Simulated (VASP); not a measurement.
# SiNi3 (Amm2) in VASP: further runs, part 2 of 2

VASP 6.6.1. The steps go on from the part before.

## 3. Single point, PBEsol (atom 1 (Si) moved +0.080 Å towards its neighbour atom 2 (Ni) at 2.447 Å)

Input file INCAR:

```
PREC = Accurate ; ENCUT = 520
EDIFF = 1E-6 ; ISMEAR = 0
SIGMA = 0.15 ; LREAL = F
LASPH = T ; NELM = 80
ALGO = Fast ; ISIF = 2
LWAVE = F ; LCHARG = F
GGA = PS ; NBANDS = 25
```

Input file KPOINTS:

```
regular mesh
0
Gamma
  14 14 14
```

Input file POSCAR:

```
SiNi3
1.0
    3.4612457436      0.0000000000      0.0000000000
    0.0000000000      3.4612457436      0.0000000000
    0.0000000000      0.0000000000      3.4612457436
Si Ni
1 3
Direct
    0.0000000000     -0.0163434054     -0.0163434054
    0.0000000000      0.5000000000      0.5000000000
    0.5000000000      0.0000000000      0.5000000000
    0.5000000000      0.5000000000      0.0000000000
```

Potentials or basis: VASP PAW PBE potentials, release 64 (Si, Ni).

The run is started by

```sh
cat potpaw_PBE.64/Si/POTCAR potpaw_PBE.64/Ni/POTCAR > POTCAR
mpirun -np 1 vasp_std > vasp.out
```

OUTCAR:

```text
PREC = Accurate
   ENCUT = 520
   EDIFF = 1E-6
   ISMEAR = 0
   LREAL = F
   LASPH = T
   NELM = 80
   ISIF = 2
   GGA = PS

 ion  position               nearest neighbor table
   1  0.000  0.984  0.984-   2 2.37   3 2.41   4 2.41   3 2.41   4 2.41   2 2.45   2 2.45   3 2.49
                             3 2.49   4 2.49   4 2.49   2 2.53
   2  0.000  0.500  0.500-   1 2.37   3 2.45   4 2.45   4 2.45   3 2.45   3 2.45   4 2.45   4 2.45
                             3 2.45   1 2.45   1 2.45   1 2.53
   3  0.500  0.000  0.500-   1 2.41   1 2.41   4 2.45   4 2.45   2 2.45   4 2.45   4 2.45   2 2.45
                             2 2.45   2 2.45   1 2.49   1 2.49
   4  0.500  0.500  0.000-   1 2.41   1 2.41   3 2.45   2 2.45   3 2.45   3 2.45   3 2.45   2 2.45
                             2 2.45   2 2.45   1 2.49   1 2.49

  LATTYP: Found a simple cubic cell.
 ALAT       =     3.4612457436

  Lattice vectors:

 A1 = (   3.4612457436,   0.0000000000,   0.0000000000)
 A2 = (   0.0000000000,   3.4612457436,   0.0000000000)
 A3 = (   0.0000000000,   0.0000000000,   3.4612457436)

Analysis of symmetry for initial positions (statically):
=====================================================================
 Subroutine PRICEL returns:
 Original cell was already a primitive cell.

 Routine SETGRP: Setting up the symmetry group for a
 simple cubic supercell.

 Subroutine GETGRP returns: Found  4 space group operations
 (whereof  4 operations were pure point group operations)
 out of a pool of 48 trial point group operations.

The static configuration has the point symmetry C_2v.

Analysis of symmetry for dynamics (positions and initial velocities):
=====================================================================
 Subroutine PRICEL returns:
 Original cell was already a primitive cell.

 Routine SETGRP: Setting up the symmetry group for a
 simple cubic supercell.

 Subroutine GETGRP returns: Found  4 space group operations
 (whereof  4 operations were pure point group operations)
 out of a pool of 48 trial point group operations.

The dynamic configuration has the point symmetry C_2v.

 Subroutine INISYM returns: Found  4 space group operations
 (whereof  4 operations are pure point group operations),
 and found     1 'primitive' translations

----------------------------------------------------------------------------------------

                                     Primitive cell

  volume of cell :      41.4665

  direct lattice vectors                    reciprocal lattice vectors
     3.461245744  0.000000000  0.000000000     0.288913320  0.000000000  0.000000000
     0.000000000  3.461245744  0.000000000     0.000000000  0.288913320  0.000000000
     0.000000000  0.000000000  3.461245744     0.000000000  0.000000000  0.288913320

  length of vectors
     3.461245744  3.461245744  3.461245744     0.288913320  0.288913320  0.288913320

  position of ions in fractional coordinates (direct lattice)
     0.000000000  0.983656595  0.983656595
     0.000000000  0.500000000  0.500000000
     0.500000000  0.000000000  0.500000000
     0.500000000  0.500000000  0.000000000

  ion indices of the primitive-cell ions
   primitive index   ion index
                 1           1
                 2           2
                 3           3
                 4           4

----------------------------------------------------------------------------------------

 KPOINTS: regular mesh

Automatic generation of k-mesh.
 Grid dimensions read from file:
 generate k-points for:   14   14   14

 Generating k-lattice:

  Cartesian coordinates                     Fractional coordinates (reciprocal lattice)
     0.020636666  0.000000000  0.000000000     0.071428571  0.000000000  0.000000000
     0.000000000  0.020636666  0.000000000     0.000000000  0.071428571  0.000000000
     0.000000000  0.000000000  0.020636666     0.000000000  0.000000000  0.071428571

  Length of vectors
     0.020636666  0.020636666  0.020636666

  Shift w.r.t. Gamma in fractional coordinates (k-lattice)
     0.000000000  0.000000000  0.000000000

 Subroutine IBZKPT returns following result:
 ===========================================

 Found    456 irreducible k-points:

 Following reciprocal coordinates:
            Coordinates               Weight
  0.000000  0.000000  0.000000      1.000000
  0.071429  0.000000  0.000000      2.000000
  0.000000  0.071429  0.000000      4.000000
  0.142857  0.000000  0.000000      2.000000
  0.000000  0.142857  0.000000      4.000000
  0.214286  0.000000  0.000000      2.000000
[... 16 lines left out ...]
  0.214286  0.071429  0.000000      8.000000
  0.000000  0.214286  0.071429      4.000000
 [... further k-points ...]
   k-points           NKPTS =    456   k-points in BZ     NKDIM =    456   number of bands    NBANDS=     25
   number of dos      NEDOS =    301   number of ions     NIONS =      4
   total plane-waves  NPLWV =  21952
   dimension x,y,z NGX =    28 NGY =   28 NGZ =   28
   dimension x,y,z NGXF=    56 NGYF=   56 NGZF=   56
   ions per type =               1   3
   NGX,Y,Z   is equivalent  to a cutoff of  13.45, 13.45, 13.45 a.u.
   NGXF,Y,Z  is equivalent  to a cutoff of  26.90, 26.90, 26.90 a.u.
 SYSTEM =  unknown system
   PREC   = accura    normal or accurate (medium, high low for compatibility)
   ISTART =      0    job   : 0-new  1-cont  2-samecut
   ICHARG =      2    charge: 1-file 2-atom 10-const
   ISPIN  =      1    spin polarized calculation?
   LNONCOLLINEAR =      F non collinear calculations
   LSORBIT =      F    spin-orbit coupling
   LASPH  =      T    aspherical Exc in radial PAW
   ENCUT  =  520.0 eV  38.22 Ry    6.18 a.u.   6.44  6.44  6.44*2*pi/ulx,y,z
   NELM   =     80;   NELMIN=  2; NELMDL= -5     # of ELM steps
   EDIFF  = 0.1E-05   stopping-criterion for ELM
   LREAL  =      F    real-space projection
   EDIFFG = 0.1E-04   stopping-criterion for IOM
   NSW    =      0    number of steps for IOM
   IBRION =     -1    ionic relax: 0-MD 1-quasi-New 2-CG
   NFREE  =      0    steps in history (QN), initial steepest desc. (CG)
   ISIF   =      2    stress and relaxation
   ISYM   =      2    0-nonsym 1-usesym 2-fastsym
   POTIM  = 0.5000    time-step for ionic-motion
   TEBEG  =    0.0;   TEEND  =   0.0 temperature during run
   PSTRESS=    0.0 pullay stress
   NELECT =      34.0000    total number of electrons
   NUPDOWN=      -1.0000    fix difference up-down
   EMIN   =  10.00;   EMAX   =-10.00  energy-range for DOS
   EFERMI =   0.00;   METHOD = LEGACY
   ISMEAR =     0;   SIGMA  =   0.15  broadening in eV -4-tet -1-fermi 0-gaus
   EFERMI_NEDOS =   21; number of points for ismear=-14 and -15
   IALGO  =     68    algorithm
   IMIX   =      4    mixing-type and parameters
     AMIX     =   0.40;   BMIX     =  1.00
     AMIX_MAG =   1.60;   BMIX_MAG =  1.00
  volume/ion in A,a.u.               =      10.37        69.96
  Fermi-wavevector in a.u.,A,eV,Ry     =   1.532270  2.895571 31.944467  2.347852
  Thomas-Fermi vector in A             =   2.639499
   LORBIT       =      0    0 simple, 1 ext, 2 COOP (PROOUT), +10 PAW based schemes
   GGA     = PS    functional components
   LHFCALC =     F    Hartree Fock is set to
   AEXX    =    0.0000 exact exchange contribution
   IVDW    =     0    specifies the selected vdW correction
   LEPSILON=     F    determine dielectric tensor
   LRPA    =     F    only Hartree local field effects (RPA)
 non-spin polarized calculation
 RMM-DIIS sequential band-by-band and
 Gauss-broadening in eV      SIGMA  =   0.15
  energy-cutoff  :      520.00
  volume of cell :       41.47
 maximum number of plane-waves:      1141
 NGX is ok and might be reduce to    28
   NGX = 13   NGY = 13   NGZ = 13

 number of electron      33.9999971 magnetization

 Free energy of the ion-electron system (eV)
  ---------------------------------------------------
  ext. energy  EPLUGINS =         0.00000000
  ---------------------------------------------------
  free energy    TOTEN  =       -26.28331449 eV

  energy without entropy =      -26.26287295  energy(sigma->0) =      -26.27309372

 E-fermi :  11.1074     XC(G=0): -13.4534

 val. band max:       11.1049734305   @ k =  -0.4286  -0.4286   0.3571
 cond. band min:      11.1221637843   @ k =   0.0000   0.0000   0.0000
 fundamental gap:      0.0171903537
 Fermi energy:        11.1074209571

 k-point     1 :       0.0000    0.0000    0.0000
  band No.  band energies     occupation
      1      -1.1445      2.00000
      2       5.9577      2.00000
      3       6.7678      2.00000
      4       6.7844      2.00000
      5       7.3163      2.00000
      6       7.3231      2.00000
[... 661 lines left out ...]
     24      20.1285      0.00000
     25      21.7708      0.00000

 [... further k-points ...]
[... 5 lines left out ...]
  --------------------------------------------------------------------------------------
  -------------------------------------------------------------------------------------
  Total        0.0443120      0.0636067      0.0636067      0.0000000      0.0789930      0.0000000
  in kB        1.7121233      2.4576264      2.4576264      0.0000000      3.0521205      0.0000000
  external PRESSURE =       2.2091254 kB  Pullay stress =       0.0000000 kB

 VOLUME and BASIS-vectors are now :
 -----------------------------------------------------------------------------
  energy-cutoff  :      520.00
  volume of cell :       41.47
      direct lattice vectors                 reciprocal lattice vectors
     3.461245744  0.000000000  0.000000000     0.288913320  0.000000000  0.000000000
     0.000000000  3.461245744  0.000000000     0.000000000  0.288913320  0.000000000
     0.000000000  0.000000000  3.461245744     0.000000000  0.000000000  0.288913320

 POSITION                                       TOTAL-FORCE (eV/Angst)
 -----------------------------------------------------------------------------------
      0.00000      3.40468      3.40468         0.000000      0.353220      0.353220
      0.00000      1.73062      1.73062         0.000000     -0.195210     -0.195210
      1.73062      0.00000      1.73062         0.000000      0.029666     -0.187677
      1.73062      1.73062      0.00000         0.000000     -0.187677      0.029666
 -----------------------------------------------------------------------------------
    total drift:                                0.000000      0.000297      0.000297

  FREE ENERGIE OF THE ION-ELECTRON SYSTEM (eV)
  ---------------------------------------------------
  free  energy   TOTEN  =       -26.2833144862 eV

  energy  without entropy=      -26.2628729543  energy(sigma->0) =      -26.27309372
```

OSZICAR:

```text
N       E                     dE             d eps       ncg     rms          rms(c)
DAV:   1     0.197396745911E+03    0.19740E+03   -0.15295E+04 23056   0.183E+03
DAV:   2    -0.196616395003E+02   -0.21706E+03   -0.20453E+03 22818   0.330E+02
DAV:   3    -0.303930670432E+02   -0.10731E+02   -0.10343E+02 26041   0.963E+01
DAV:   4    -0.305787486364E+02   -0.18568E+00   -0.18529E+00 26502   0.114E+01
DAV:   5    -0.305843415899E+02   -0.55930E-02   -0.55920E-02 27868   0.186E+00    0.216E+01
RMM:   6    -0.300270409214E+02    0.55730E+00   -0.38677E+01 25163   0.712E+01    0.181E+01
RMM:   7    -0.264102296409E+02    0.36168E+01   -0.10481E+01 23444   0.386E+01    0.455E+00
RMM:   8    -0.262921825973E+02    0.11805E+00   -0.15606E-01 25009   0.328E+00    0.101E+00
RMM:   9    -0.263036495427E+02   -0.11467E-01   -0.60071E-02 25869   0.236E+00    0.166E+00
RMM:  10    -0.262839778103E+02    0.19672E-01   -0.26750E-02 25737   0.169E+00    0.367E-01
RMM:  11    -0.262833739409E+02    0.60387E-03   -0.61223E-03 29158   0.520E-01    0.195E-01
RMM:  12    -0.262833591554E+02    0.14786E-04   -0.18766E-03 26500   0.477E-01    0.118E-01
RMM:  13    -0.262832885589E+02    0.70596E-04   -0.75950E-04 28436   0.248E-01    0.367E-02
RMM:  14    -0.262833128686E+02   -0.24310E-04   -0.33675E-04 32099   0.112E-01    0.173E-02
RMM:  15    -0.262833154075E+02   -0.25389E-05   -0.24961E-05 30396   0.281E-02    0.184E-02
RMM:  16    -0.262833144862E+02    0.92129E-06   -0.21925E-06 16983   0.125E-02
   1 F= -.26283314E+02 E0= -.26273094E+02  d E =-.204415E-01
```

stdout:

```text
POSCAR found type information on POSCAR SiNi
 POSCAR found :  2 types and       4 ions
 scaLAPACK will be used
 -----------------------------------------------------------------------------
|                                                                             |
|                                                                             |
|     You enforced a specific xc type in the INCAR file but a different       |
|     I HOPE YOU KNOW WHAT YOU ARE DOING!                                     |
|                                                                             |
 -----------------------------------------------------------------------------

 LDA part: xc-table for (Slater+PW92), standard interpolation
 POSCAR, INCAR and KPOINTS ok, starting setup
 FFT: planning ... GRIDC
 FFT: planning ... GRID_SOFT
 FFT: planning ... GRID
 WAVECAR not read
 entering main loop
```

Wall time 3.7 min (1 thread of Intel Xeon 6975P-C (Granite Rapids), shared host); peak memory 0.47 GiB.

What came out:

```
Free energy            : -26.2833 eV
Pressure               : 0.2 GPa
Largest force          : 0.500 eV/Å
Band gap on the k mesh : zero (bands 17 and 18 overlap by 0.25 eV)
```

Forces on the atoms (eV/Å):
```
Si   0.000  0.353  0.353
Ni   0.000 -0.195 -0.195
Ni   0.000  0.030 -0.188
Ni   0.000 -0.188  0.030
```

Caveat: the cell differs from its parent crystal (atom 1 (Si) moved +0.080 Å towards its neighbour atom 2 (Ni) at 2.447 Å); the PAW data sets were made with another functional, which shifts forces and pressure a little. Spin polarisation is off, so any magnetic state and its effect on volume and gap are missing.

## 4. Single point, PBEsol (atom 1 (Si) moved -0.060 Å towards its neighbour atom 2 (Ni) at 2.447 Å)

Input file INCAR:

```
SYSTEM = SiNi3
ALGO     = Fast           ! electronic algorithm
EDIFF    = 1E-6           ! SCF threshold, eV
ENCUT    = 520            ! plane-wave cutoff, eV
GGA      = PS             ! functional
ISIF     = 2              ! what is computed and relaxed
ISMEAR   = 0              ! smearing method
LASPH    = .TRUE.         ! aspherical terms in the spheres
LCHARG   = .FALSE.        ! write CHGCAR
LREAL    = .FALSE.        ! projectors in reciprocal space
LWAVE    = .FALSE.        ! write WAVECAR
NBANDS   = 25             ! bands
NELM     = 100            ! most SCF steps
PREC     = Accurate       ! precision mode
SIGMA    = 0.15           ! smearing width, eV
```

Input file KPOINTS:

```
k-points
0
G
  14 14 14
  0 0 0
```

Edit POSCAR of step 3 so:

```diff
@@ -8,3 +8,3 @@
 Direct
-    0.0000000000     -0.0163434054     -0.0163434054
+    0.0000000000      0.0122575541      0.0122575541
     0.0000000000      0.5000000000      0.5000000000
```

The run is started by

```sh
cat potpaw_PBE.64/Si/POTCAR potpaw_PBE.64/Ni/POTCAR > POTCAR
mpirun -np 1 vasp_std > vasp.out
```

Run time: 3.6 min. Hardware: 1 thread of Intel Xeon 6975P-C (Granite Rapids), shared host; peak memory 0.47 GiB.

It converged, with:

```yaml
Free_energy: -26.2920 eV
Pressure: 0.2 GPa
Largest_force: 0.371 eV/Å
Band_gap_on_the_k_mesh: zero (bands 17 and 18 overlap by 0.25 eV)
```

Forces in eV/Å, atoms in the order of the input:
```
Si   0.000 -0.262 -0.262
Ni   0.000  0.144  0.144
Ni   0.000 -0.022  0.141
Ni   0.000  0.141 -0.022
```

Stress tensor (GPa, compression positive):
```
0.19 0.00 0.00
0.00 0.23 0.17
0.00 0.17 0.23
```

Levels at points of the mesh, in eV from the Fermi level:
| k point | band 13 | band 14 | band 15 | band 16 | band 17 | band 18 | band 19 | band 20 | band 21 | band 22 |
| --- | --- | --- | --- | --- | --- | --- | --- | --- | --- | --- |
| (0.00, 0.00, 0.00) | -0.92 | -0.66 | -0.65 | -0.32 | 0.02 | 0.02 | 0.02 | 5.18 | 6.48 | 6.49 |
| (0.50, 0.00, 0.00) | -1.41 | -1.38 | -1.23 | -0.59 | 0.02 | 3.74 | 3.76 | 5.32 | 5.33 | 5.49 |
| (0.00, 0.50, 0.00) | -1.41 | -1.37 | -1.23 | -0.59 | 0.02 | 3.75 | 3.76 | 5.32 | 5.33 | 5.48 |
| (0.50, 0.50, 0.00) | -1.53 | -1.52 | -1.19 | -1.09 | -1.03 | 0.68 | 0.68 | 5.77 | 6.59 | 7.80 |
| (0.00, 0.50, 0.50) | -1.53 | -1.53 | -1.19 | -1.09 | -1.02 | 0.68 | 0.69 | 5.84 | 6.52 | 7.79 |
| (0.50, 0.50, 0.50) | -1.53 | -1.33 | -1.33 | -0.53 | -0.23 | -0.23 | -0.23 | 1.38 | 4.16 | 4.16 |

Caveat: the cell differs from its parent crystal (atom 1 (Si) moved -0.060 Å towards its neighbour atom 2 (Ni) at 2.447 Å); the PAW data sets were made with another functional, which shifts forces and pressure a little. Spin polarisation is off, so any magnetic state and its effect on volume and gap are missing.

## 5. Single point, PBEsol (atom 1 (Si) moved +0.040 Å towards its neighbour atom 2 (Ni) at 2.447 Å)

Input file INCAR:

```
ALGO = Fast
EDIFF = 1E-6
ENCUT = 520
GGA = PS
ISIF = 2
ISMEAR = 0
LASPH = True
LCHARG = False
LREAL = False
LWAVE = False
NBANDS = 25
NELM = 100
PREC = Accurate
SIGMA = 0.15
```

Input file KPOINTS:

```
k-points
0
Gamma
  14 14 14
```

Edit POSCAR of step 4 so:

```diff
@@ -8,3 +8,3 @@
 Direct
-    0.0000000000      0.0122575541      0.0122575541
+    0.0000000000     -0.0081717027     -0.0081717027
     0.0000000000      0.5000000000      0.5000000000
```

The run is started by

```sh
cat potpaw_PBE.64/Si/POTCAR potpaw_PBE.64/Ni/POTCAR > POTCAR
mpirun -np 1 vasp_std > vasp.out
```

Wall time 11 min (1 thread of AMD EPYC 7R13, shared host); peak memory 0.44 GiB.

The run converged. Its results:

```
Free energy            : -26.2982 eV
Pressure               : 0.2 GPa
Largest force          : 0.246 eV/Å
Band gap on the k mesh : zero (bands 17 and 18 overlap by 0.25 eV)
```

Forces in eV/Å, atoms in the order of the input:
```
Si   0.000  0.174  0.174
Ni   0.000 -0.095 -0.095
Ni   0.000  0.015 -0.094
Ni   0.000 -0.094  0.015
```

Stress tensor (GPa, compression positive):
```
0.17 0.00 0.00
0.00 0.19 0.08
0.00 0.08 0.19
```

Levels at points of the mesh, in eV from the Fermi level:
```tsv
k point	band 13	band 14	band 15	band 16	band 17	band 18	band 19	band 20	band 21	band 22
(0.00, 0.00, 0.00)	-0.93	-0.66	-0.66	-0.32	0.02	0.02	0.02	5.19	6.49	6.49
(0.50, 0.00, 0.00)	-1.41	-1.37	-1.22	-0.59	0.02	3.75	3.76	5.32	5.33	5.48
(0.00, 0.50, 0.00)	-1.41	-1.37	-1.22	-0.59	0.02	3.76	3.76	5.32	5.32	5.47
(0.50, 0.50, 0.00)	-1.53	-1.52	-1.19	-1.09	-1.02	0.68	0.68	5.81	6.55	7.79
(0.00, 0.50, 0.50)	-1.53	-1.52	-1.19	-1.09	-1.02	0.68	0.68	5.85	6.51	7.79
(0.50, 0.50, 0.50)	-1.53	-1.33	-1.33	-0.53	-0.23	-0.23	-0.23	1.38	4.16	4.16
```

Caveat: the cell differs from its parent crystal (atom 1 (Si) moved +0.040 Å towards its neighbour atom 2 (Ni) at 2.447 Å); the PAW data sets were made with another functional, which shifts forces and pressure a little.

## 6. The runs side by side

```tsv
cell	gap on the mesh (eV)	pressure (GPa)	largest force (eV/Å)
as given, atomic positions A	none	0.5	0.63
as given, atomic positions B	none	0.2	0.50
as given, atomic positions C	none	0.2	0.37
as given, atomic positions D	none	0.2	0.25
```

Alike in all rows: task single point; level PBEsol; potentials or basis VASP PAW PBE potentials, release 64 (Si, Ni); no spin polarisation; k mesh 14 × 14 × 14; cutoff (eV) 520; smearing gaussian 0.15 eV.

Caveats: the PAW data sets were made with another functional, which shifts forces and pressure a little.

Absolute energies hang on the potentials; compare differences alone.
